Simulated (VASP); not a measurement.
Set up this calculation in VASP 6.6.1, as the native input.

```yaml
Task: single point
Functional: PBE
Potentials_or_basis: VASP PAW PBE potentials, release 64 (Ca_sv, O)
Cutoff: 600 eV
k_mesh: 6 × 6 × 6
Occupations: gaussian, width 0.01 eV
Spin: no spin polarisation
Dipole_correction: no
Further_INCAR_settings: ALGO = Normal; EDIFF = 1e-06; NBANDS = 15
```

The structure of CaO lies in POSCAR:

```
CaO
1.0
    0.0000000000      2.5625413058      2.5625413058
    2.5625413058      0.0000000000      2.5625413058
    2.5625413058      2.5625413058      0.0000000000
Ca O
1 1
Direct
    0.0000000000      0.0000000000      0.0000000000
    0.2500000000      0.2500000000      0.2500000000
```

The input as run:

INCAR

```
SYSTEM = CaO
PREC = Accurate ; ENCUT = 600
EDIFF = 1E-6 ; ISMEAR = 0
SIGMA = 0.01 ; LREAL = .FALSE.
LASPH = .TRUE. ; NELM = 120
ALGO = Normal ; ISIF = 2
LWAVE = .FALSE. ; LCHARG = .FALSE.
GGA = PE ; NBANDS = 15
GGA_COMPAT = .FALSE.
```

KPOINTS

```
regular mesh
0
G
  6 6 6
  0 0 0
```

Potentials or basis: VASP PAW PBE potentials, release 64 (Ca_sv, O).

The run is started by

```console
$ cat potpaw_PBE.64/Ca_sv/POTCAR potpaw_PBE.64/O/POTCAR > POTCAR
$ mpirun -np 1 vasp_std > vasp.out
```

It gave:

The pressure is 6.5 GPa and the band gap on the k mesh is 3.50 eV (least direct gap 4.23 eV).

Caveat: the cell stands under pressure; the structure was generated, so it needn't be the stable form of CaO.

It took 5.8 s on 1 thread of Intel(R) Xeon(R) 6975P-C (Granite Rapids), with other jobs on the host, peak memory 0.17 GiB.
